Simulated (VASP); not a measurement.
# NbSi (Pm-3m) in VASP: notebook

The runs below take NbSi through single point, with PBE.

Program: VASP 6.6.1. These are calculated values, not measurements. Logs are shortened: lines on timing, memory, paths and dates and some standing lists are left out, and cuts for length are marked.

## Step 1: The cell of the first run

The structure is cubic, space group Pm-3m (No. 221). The conventional cell has a = 3.201 Å, b = 3.201 Å, c = 3.201 Å, α = 90.00°, β = 90.00°, γ = 90.00°. Nb (site symmetry m-3m) has 8 Si at 2.77 Å and 6 Nb at 3.20 Å within 3.7 Å. Within 3.7 Å of Si (site symmetry m-3m) lie 8 Nb at 2.77 Å and 6 Si at 3.20 Å.

## Step 2: Single point, PBE, collinear spin

Input file INCAR:

```
SYSTEM = NbSi
PREC = Accurate
ENCUT = 500
EDIFF = 1E-6
ISMEAR = -1
SIGMA = 0.1
LREAL = .False.
LASPH = .True.
NELM = 200
ALGO = Normal
ISIF = 2
LWAVE = .False.
LCHARG = .False.
ISPIN = 2
MAGMOM = 0.5 0.5 0 0
LORBIT = 11
LMAXMIX = 4
GGA = PE
NBANDS = 29
GGA_COMPAT = .False.
```

Input file KPOINTS:

```
Automatic mesh
0
Gamma
  3 3 1
  0 0 0
```

Input file POSCAR:

```
NbSi
1.0
    3.2014250000      0.0000000000      0.0000000000
    0.0000000000      3.2014250000      0.0000000000
    0.0000000000      0.0000000000      6.4028500000
Nb Si
2 2
Direct
    0.0000000000      0.0000000000      0.0000000000
    0.0000000000      0.0000000000      0.5000000000
    0.5000000000      0.5000000000      0.2500000000
    0.5000000000      0.5000000000      0.7500000000
```

Potentials or basis: VASP PAW PBE potentials, release 64 (Nb_sv, Si).

The run is started by

```bash
$ cat potpaw_PBE.64/Nb_sv/POTCAR potpaw_PBE.64/Si/POTCAR > POTCAR
$ mpirun -np 1 vasp_std > vasp.out
```

OUTCAR:

```text
SYSTEM = NbSi
   PREC = Accurate
   ENCUT = 500
   EDIFF = 1E-6
   ISMEAR = -1
   LREAL = .False.
   LASPH = .True.
   NELM = 200
   ISIF = 2
   ISPIN = 2
   LORBIT = 11
   GGA = PE

 ion  position               nearest neighbor table
   1  0.000  0.000  0.000-   3 2.77   4 2.77   3 2.77   4 2.77   3 2.77   4 2.77   3 2.77   4 2.77

   2  0.000  0.000  0.500-   3 2.77   4 2.77   3 2.77   4 2.77   3 2.77   4 2.77   3 2.77   4 2.77

   3  0.500  0.500  0.250-   1 2.77   2 2.77   1 2.77   2 2.77   1 2.77   2 2.77   1 2.77   2 2.77

   4  0.500  0.500  0.750-   1 2.77   2 2.77   1 2.77   2 2.77   1 2.77   2 2.77   1 2.77   2 2.77

  LATTYP: Found a simple tetragonal cell.
 ALAT       =     3.2014250000
 C/A-ratio  =     2.0000000000

  Lattice vectors:

 A1 = (   3.2014250000,   0.0000000000,   0.0000000000)
 A2 = (   0.0000000000,   3.2014250000,   0.0000000000)
 A3 = (   0.0000000000,   0.0000000000,   6.4028500000)

Analysis of symmetry for initial positions (statically):
=====================================================================
 Subroutine PRICEL returns following result:

  LATTYP: Found a simple cubic cell.
 ALAT       =     3.2014250000
[... 12 lines left out ...]
 Subroutine GETGRP returns: Found 16 space group operations
 (whereof 16 operations were pure point group operations)
 out of a pool of 16 trial point group operations.

The static configuration has the point symmetry D_4h.

Analysis of symmetry for dynamics (positions and initial velocities):
=====================================================================
 Subroutine PRICEL returns following result:

  LATTYP: Found a simple cubic cell.
 ALAT       =     3.2014250000
[... 12 lines left out ...]
 Subroutine GETGRP returns: Found 16 space group operations
 (whereof 16 operations were pure point group operations)
 out of a pool of 16 trial point group operations.

The dynamic configuration has the point symmetry D_4h.

Analysis of structural, dynamic, and magnetic symmetry:
=====================================================================
 Subroutine PRICEL returns following result:

  LATTYP: Found a simple cubic cell.
 ALAT       =     3.2014250000
[... 12 lines left out ...]
 Subroutine GETGRP returns: Found 16 space group operations
 (whereof 16 operations were pure point group operations)
 out of a pool of 16 trial point group operations.

The overall configuration has the point symmetry D_4h.

 Subroutine INISYM returns: Found 16 space group operations
 (whereof 16 operations are pure point group operations),
 and found     2 'primitive' translations

----------------------------------------------------------------------------------------

                                     Primitive cell

  volume of cell :      32.8118

  direct lattice vectors                    reciprocal lattice vectors
     3.201425000  0.000000000  0.000000000     0.312360902  0.000000000  0.000000000
     0.000000000  3.201425000  0.000000000     0.000000000  0.312360902  0.000000000
     0.000000000  0.000000000  3.201425000     0.000000000  0.000000000  0.312360902

  length of vectors
     3.201425000  3.201425000  3.201425000     0.312360902  0.312360902  0.312360902

  position of ions in fractional coordinates (direct lattice)
     0.000000000  0.000000000  0.000000000
     0.500000000  0.500000000  0.500000000

  ion indices of the primitive-cell ions
   primitive index   ion index
                 1           1
                 2           3

----------------------------------------------------------------------------------------

 KPOINTS: Automatic mesh

Automatic generation of k-mesh.
 Grid dimensions read from file:
 generate k-points for:    3    3    1

 Generating k-lattice:

  Cartesian coordinates                     Fractional coordinates (reciprocal lattice)
     0.104120301  0.000000000  0.000000000     0.333333333  0.000000000  0.000000000
     0.000000000  0.104120301  0.000000000     0.000000000  0.333333333  0.000000000
     0.000000000  0.000000000  0.156180451     0.000000000  0.000000000  1.000000000

  Length of vectors
     0.104120301  0.104120301  0.156180451

  Shift w.r.t. Gamma in fractional coordinates (k-lattice)
     0.000000000  0.000000000  0.000000000

 Subroutine IBZKPT returns following result:
 ===========================================

 Found      3 irreducible k-points:

 Following reciprocal coordinates:
            Coordinates               Weight
  0.000000  0.000000  0.000000      1.000000
  0.333333  0.000000  0.000000      4.000000
  0.333333  0.333333  0.000000      4.000000
   k-points           NKPTS =      3   k-points in BZ     NKDIM =      3   number of bands    NBANDS=     29
   number of dos      NEDOS =    301   number of ions     NIONS =      4
   total plane-waves  NPLWV =  27648
   dimension x,y,z NGX =    24 NGY =   24 NGZ =   48
   dimension x,y,z NGXF=    48 NGYF=   48 NGZF=   96
   ions per type =               2   2
   NGX,Y,Z   is equivalent  to a cutoff of  12.46, 12.46, 12.46 a.u.
   NGXF,Y,Z  is equivalent  to a cutoff of  24.93, 24.93, 24.93 a.u.
 SYSTEM =  NbSi
   PREC   = accura    normal or accurate (medium, high low for compatibility)
   ISTART =      0    job   : 0-new  1-cont  2-samecut
   ICHARG =      2    charge: 1-file 2-atom 10-const
   ISPIN  =      2    spin polarized calculation?
   LNONCOLLINEAR =      F non collinear calculations
   LSORBIT =      F    spin-orbit coupling
   LASPH  =      T    aspherical Exc in radial PAW
   ENCUT  =  500.0 eV  36.75 Ry    6.06 a.u.   5.84  5.84 11.67*2*pi/ulx,y,z
   NELM   =    200;   NELMIN=  2; NELMDL= -5     # of ELM steps
   EDIFF  = 0.1E-05   stopping-criterion for ELM
   LREAL  =      F    real-space projection
   EDIFFG = 0.1E-04   stopping-criterion for IOM
   NSW    =      0    number of steps for IOM
   IBRION =     -1    ionic relax: 0-MD 1-quasi-New 2-CG
   NFREE  =      0    steps in history (QN), initial steepest desc. (CG)
   ISIF   =      2    stress and relaxation
   ISYM   =      2    0-nonsym 1-usesym 2-fastsym
   POTIM  = 0.5000    time-step for ionic-motion
   TEBEG  =    0.0;   TEEND  =   0.0 temperature during run
   PSTRESS=    0.0 pullay stress
   NELECT =      34.0000    total number of electrons
   NUPDOWN=      -1.0000    fix difference up-down
   EMIN   =  10.00;   EMAX   =-10.00  energy-range for DOS
   EFERMI =   0.00;   METHOD = LEGACY
   ISMEAR =    -1;   SIGMA  =   0.10  broadening in eV -4-tet -1-fermi 0-gaus
   EFERMI_NEDOS =   21; number of points for ismear=-14 and -15
   IALGO  =     38    algorithm
   IMIX   =      4    mixing-type and parameters
     AMIX     =   0.40;   BMIX     =  1.00
     AMIX_MAG =   1.60;   BMIX_MAG =  1.00
  volume/ion in A,a.u.               =      16.41       110.71
  Fermi-wavevector in a.u.,A,eV,Ry     =   1.314865  2.484734 23.522701  1.728870
  Thomas-Fermi vector in A             =   2.445088
   LORBIT       =     11    0 simple, 1 ext, 2 COOP (PROOUT), +10 PAW based schemes
   GGA     = PE    functional components
   LHFCALC =     F    Hartree Fock is set to
   AEXX    =    0.0000 exact exchange contribution
   IVDW    =     0    specifies the selected vdW correction
   LEPSILON=     F    determine dielectric tensor
   LRPA    =     F    only Hartree local field effects (RPA)
 spin polarized calculation
  energy-cutoff  :      500.00
  volume of cell :       65.62
 maximum number of plane-waves:      1668
 NGX is ok and might be reduce to    24
   NGX = 11   NGY = 11   NGZ = 23

 number of electron      34.0000001 magnetization       0.0018184

 Free energy of the ion-electron system (eV)
  ---------------------------------------------------
  ext. energy  EPLUGINS =         0.00000000
  ---------------------------------------------------
  free energy    TOTEN  =       -32.28614036 eV

  energy without entropy =      -32.16070805  energy(sigma->0) =      -32.22342420

 E-fermi :  10.5666     XC(G=0): -11.8560

 val. band max:       10.5404392400   @ k =   0.3333   0.3333   0.0000
 cond. band min:      11.1627426598   @ k =   0.3333   0.3333   0.0000
 fundamental gap:      0.6223034199
 Fermi energy:        10.5665997291

 spin component 1

 k-point     1 :       0.0000    0.0000    0.0000
  band No.  band energies     occupation
      1     -44.2333      1.00000
      2     -44.2045      1.00000
      3     -20.4130      1.00000
      4     -20.2083      1.00000
      5     -20.2083      1.00000
      6     -20.1745      1.00000
[... 85 lines left out ...]
     28      18.2174      0.00000
     29      18.8653      0.00000
 Fermi energy:        10.5665997291

 spin component 2

 k-point     1 :       0.0000    0.0000    0.0000
  band No.  band energies     occupation
      1     -44.2329      1.00000
      2     -44.2041      1.00000
      3     -20.4125      1.00000
      4     -20.2079      1.00000
      5     -20.2079      1.00000
      6     -20.1741      1.00000
[... 85 lines left out ...]
     28      18.2179      0.00000
     29      18.8656      0.00000

------------------------ aborting loop because EDIFF is reached ----------------------------------------

  FORCE on cell =-STRESS in cart. coord.  units (eV):
  Direction    XX          YY          ZZ          XY          YZ          ZX
  --------------------------------------------------------------------------------------
  -------------------------------------------------------------------------------------
  Total        0.9879469      0.9879469     -6.7434386      0.0000000      0.0000000      0.0000000
  in kB       24.1203837     24.1203837   -164.6387259      0.0000000      0.0000000      0.0000000
  external PRESSURE =     -38.7993195 kB  Pullay stress =       0.0000000 kB

 VOLUME and BASIS-vectors are now :
 -----------------------------------------------------------------------------
  energy-cutoff  :      500.00
  volume of cell :       65.62
      direct lattice vectors                 reciprocal lattice vectors
     3.201425000  0.000000000  0.000000000     0.312360902  0.000000000  0.000000000
     0.000000000  3.201425000  0.000000000     0.000000000  0.312360902  0.000000000
     0.000000000  0.000000000  6.402850000     0.000000000  0.000000000  0.156180451

 POSITION                                       TOTAL-FORCE (eV/Angst)
 -----------------------------------------------------------------------------------
      0.00000      0.00000      0.00000        -0.000000      0.000000      0.000000
      0.00000      0.00000      3.20142        -0.000000      0.000000     -0.000000
      1.60071      1.60071      1.60071         0.000000      0.000000     -0.000000
      1.60071      1.60071      4.80214         0.000000     -0.000000      0.000000
 -----------------------------------------------------------------------------------
    total drift:                               -0.000000      0.000000      0.000000

  FREE ENERGIE OF THE ION-ELECTRON SYSTEM (eV)
  ---------------------------------------------------
  free  energy   TOTEN  =       -32.2861403580 eV

  energy  without entropy=      -32.1607080481  energy(sigma->0) =      -32.22342420

 total charge

# of ion       s       p       d       tot
------------------------------------------
    1        2.142   5.988   2.515  10.644
    2        2.142   5.988   2.515  10.644
    3        0.811   0.874   0.000   1.684
    4        0.811   0.874   0.000   1.684
--------------------------------------------------
tot          5.905  13.723   5.030  24.657

 magnetization (x)

# of ion       s       p       d       tot
------------------------------------------
    1        0.000   0.000   0.000   0.000
    2        0.000   0.000   0.000   0.000
    3        0.000   0.000   0.000   0.000
    4        0.000   0.000   0.000   0.000
--------------------------------------------------
tot          0.000   0.000   0.001   0.001
```

Wall time 28 s (1 thread of Intel Xeon 8259CL, shared host); peak memory 0.18 GiB.

Results:

| Quantity | Value |
| --- | --- |
| Free energy | -32.2861 eV |
| Pressure | -3.9 GPa |
| Band gap on the k mesh | zero (filled and empty bands overlap) |
| Net moment | 0.00 μB per cell |
| Valence electrons inside the program's atomic spheres | Nb 10.64; Si 1.68 |

Caveat: the k points lie up to 0.98 Å⁻¹ apart, too coarse for converged energies and pressures of a metal.

## Step 3: Single point, PBE, collinear spin

Input file INCAR:

```
  PREC = Accurate
  ENCUT = 500
  EDIFF = 1E-6
  ISMEAR = -1
  SIGMA = 0.1
  LREAL = F
  LASPH = T
  NELM = 200
  ALGO = Normal
  ISIF = 2
  LWAVE = F
  LCHARG = F
  ISPIN = 2
  MAGMOM = 0.5 0.5 0 0
  LORBIT = 11
  LMAXMIX = 4
  GGA = PE
  NBANDS = 29
  GGA_COMPAT = F
```

Input file KPOINTS:

```
regular mesh
0
Gamma
  3 3 1
```

POSCAR is that of step 2.

Potentials or basis: VASP PAW PBE potentials, release 64 (Nb_sv, Si).

The run is started by

```bash
$ cat potpaw_PBE.64/Nb_sv/POTCAR potpaw_PBE.64/Si/POTCAR > POTCAR
$ mpirun -np 1 vasp_std > vasp.out
```

It took 26 s on 1 thread of Intel Xeon 8259CL, shared host; peak memory 0.18 GiB.

The run converged. Its results:

* Free energy: -32.2861 eV
* Pressure: -3.9 GPa
* Band gap on the k mesh: zero (filled and empty bands overlap)
* Net moment: 0.00 μB per cell
* Valence electrons inside the program's atomic spheres: Nb 10.64; Si 1.68

Stress tensor (GPa, compression positive):
```
  2.41   0.00   0.00
  0.00   2.41   0.00
  0.00   0.00 -16.46
```

Levels at points of the mesh, in eV from the Fermi level:
Spin up:
```
           k point  band 15  band 16  band 17  band 18  band 19  band 20
(0.00, 0.00, 0.00)    -0.95    -0.95     2.01     2.12     2.12     2.42
```
Spin down:
```csv
k point,band 13,band 14,band 15,band 16,band 17,band 18,band 19,band 20,band 21,band 22
"(0.00, 0.00, 0.00)",-2.45,-1.56,-0.95,-0.95,2.01,2.12,2.12,2.42,2.43,2.49
```

Caveat: the k points lie up to 0.98 Å⁻¹ apart, too coarse for converged energies and pressures of a metal.

The gap in the log of VASP goes by the Fermi energy; the results here count the filled bands.